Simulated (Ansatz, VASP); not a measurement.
## BaTiO3: VASP beside Ansatz

```xyz
5
Lattice="4.0141 0.0000 0.0000 0.0110 4.0141 0.0000 0.0110 0.0110 4.0141" Properties=species:S:1:pos:R:3 pbc="T T T"
Ba    0.0000    0.0000    0.0000
Ti    1.9563    1.9510    1.9456
O     2.0482    2.0426    0.0735
O     0.0847    2.0480    2.0424
O     2.0482    0.0790    2.0424
```

Alike in both runs: task single point; functional PBE; k mesh 5 × 5 × 5; occupations tetrahedron; no spin polarisation; Hubbard terms Ti d U = 5.0 eV.

|  | VASP | Ansatz |
| --- | --- | --- |
| version | VASP 6.6.1 | Ansatz 0.2.0 |
| potentials or method | VASP PAW PBE potentials, release 64 (Ba_sv, Ti_sv, O_h), cutoff 1340 eV | PAW plane waves |
| valence electrons in the cell | 40 | 40 |

```tsv
	VASP	Ansatz	Ansatz less VASP
gap on the k mesh at the Fermi level (eV)	3.03	3.06	+0.033
pressure (GPa)	9.8	5.6	-4.20
traceless stress, the component that is largest in VASP (GPa)	-0.29	-0.07	+0.221
rms of the force components (eV/Å)	0.528	0.228	-0.2999
```

The programs project onto different local orbitals, so the same U acts differently, and such runs can settle in different states. Atom by atom the forces differ by 0.303 eV/Å (rms over components). Ansatz's warnings: band table not solved further, structure snapped to symmetry, tetrahedron derivatives may miss energy slope.

Neither program's run includes spin-orbit coupling.
